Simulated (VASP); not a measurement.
Runs of VASP 6.6.1 on O. The structure is that of space group I4/mmm (No. 139), or close to it. The cells are those of the table. 

| cell | gap on the mesh (eV) | pressure (GPa) | largest force (eV/Å) |
| --- | --- | --- | --- |
| a = 3.736, b = 3.731, c = 2.339 Å, angles 71.9, 71.6, 36.5°, 2 atoms | none | (a) | 17.78 |
| a = 4.218, b = 4.215, c = 2.158 Å, angles 75.3, 75.1, 29.7°, 2 atoms | none | -1.3 | 3.58 |
| a = 3.886, b = 3.882, c = 2.204 Å, angles 73.6, 73.4, 33.0°, 2 atoms | none | 30.8 | 6.58 |
| a = 3.735, b = 3.730, c = 2.263 Å, angles 72.5, 72.2, 35.3°, 2 atoms | none | 56.8 | (c) |
| a = 4.050, b = 4.047, c = 2.145 Å, angles 74.7, 74.5, 30.7°, 2 atoms | none | (b) | 0.07 |

Alike in all rows: task single point; level LDA; potentials or basis VASP PAW LDA potentials, release 64 (O); no spin polarisation; k mesh 22 × 22 × 22; cutoff (eV) 520; smearing gaussian 0.15 eV.

Task: Estimate the missing entries.

Result: (a) 53.8; (b) 14.5; (c) 16.09.

Caveats: spin is off for a triplet molecule; the standard files for N, O and F lose accuracy on very short bonds (some runs); forces of over 1 eV/Å act on the atoms, so gaps and moduli don't describe the material at rest (some runs).

A gap of «none» marks levels without a gap at the run's occupations.
